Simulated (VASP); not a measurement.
A run of VASP 6.6.1 is set up as follows.

The input INCAR:

```
SYSTEM = ZrB2
PREC = Accurate
ENCUT = 600
EDIFF = 1E-6
ISMEAR = 0
SIGMA = 0.1
LREAL = .False.
LASPH = .True.
NELM = 100
ALGO = Normal
ISIF = 4
LWAVE = .False.
LCHARG = .False.
GGA = PE
IBRION = 2
NSW = 50
EDIFFG = -0.01
```

KPOINTS

```
Automatic mesh
0
Gamma
  18 18 12
  0 0 0
```

File POSCAR:

```
ZrB2
1.0
    3.1084105279      0.0000000000      0.0000000000
   -1.5542052639      2.6919624826      0.0000000000
    0.0000000000      0.0000000000      3.4656180246
Zr B
1 2
Direct
    0.0000000000      0.0000000000      0.0000000000
    0.3333333333      0.6666666667      0.5000000000
    0.6666666667      0.3333333333      0.5000000000
```

Potentials or basis: VASP PAW PBE potentials, release 64 (Zr_sv, B).

Command:

```sh
$ cat potpaw_PBE.64/Zr_sv/POTCAR potpaw_PBE.64/B/POTCAR > POTCAR
$ mpirun -np 1 vasp_std > vasp.out
```

**Question.** Estimate the band gap on the k mesh.

**Answer.** Zero (band 9 reaches 11.99 eV, above the bottom of band 10 at 10.65 eV).

Final structure:
```
CELL_PARAMETERS angstrom
3.11010 0.00000 0.00000
-1.55505 2.69342 0.00000
0.00000 0.00000 3.46186
ATOMIC_POSITIONS crystal
Zr 0.00000 0.00000 0.00000
B 0.33333 0.66667 0.50000
B 0.66667 0.33333 0.50000
```
